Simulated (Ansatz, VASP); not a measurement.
# AlO2 in VASP and in Ansatz

INCAR

```
ALGO = Normal
EDIFF = 1E-7
EDIFFG = -0.01
ENCUT = 600
GGA = PE
IBRION = 2
ISIF = 3
ISMEAR = 0
LASPH = T
LCHARG = F
LREAL = F
LWAVE = F
NELM = 60
NSW = 100
PREC = Accurate
SIGMA = 0.1
```

KPOINTS

```
k-points
0
Gamma
  18 18 18
```

File POSCAR:

```
AlO2
1.0
    3.4752384686      0.0000000000      0.0000000000
   -1.7376192343      3.0096447980      0.0000000000
    0.0000000000      0.0000000000      2.6210091866
Al O
1 2
Direct
    0.0000000000      0.0000000000      0.0000000000
    0.3333333333      0.6666666667      0.5000000000
    0.6666666667      0.3333333333      0.5000000000
```

Input for Ansatz:

```yaml
crystal:
  lattice:
    - [3.4752384686, 0.0, 0.0]
    - [-1.7376192343, 3.009644798, 0.0]
    - [0.0, 0.0, 2.6210091866]
  atoms:
    - { symbol: Al, position: [0.0, 0.0, 0.0] }
    - { symbol: O, position: [0.3333333333, 0.6666666667, 0.5] }
    - { symbol: O, position: [0.6666666667, 0.3333333333, 0.5] }
basis:
  ecutwfc: 420
kpoints:
  mp_grid: { grid: [18, 18, 18] }
hamiltonian:
  xc: pbe
scf:
  occupations: { method: gaussian, width: 0.1 }
output:
  forces: true
  stress: true
  eigenvalues: true
relax:
  adjacent_minimum: "off"
  f_tol: 0.01
  max_steps: 80
  cell: { stress_tol: 0.05 }
```

Alike in both runs: task relaxation of cell and atoms; functional PBE; k mesh 18 × 18 × 18; occupations gaussian, width 0.1 eV; no spin polarisation.

|  | VASP | Ansatz |
| --- | --- | --- |
| version | VASP 6.6.1 | Ansatz 0.2.0 |
| potentials or method | VASP PAW PBE potentials, release 64 (Al, O), cutoff 600 eV | scalar-relativistic, plane waves, PAW |
| valence electrons in the cell | 15 | 15 |

|  | VASP | Ansatz | Ansatz less VASP |
| --- | --- | --- | --- |
| gap on the k mesh at the Fermi level, each at its own relaxed structure (eV) | none | none | - |
| relaxed volume (Å³/atom) | 9.14 | 9.16 | +0.026 |
| relaxed cell length with the largest relative difference (Å) | 2.621 | 2.624 | +0.0029 |

A gap of «none» marks a metal or a gap that the smearing closes.

Noted on VASP's run: the relaxation stopped at its first step, so nothing moved.
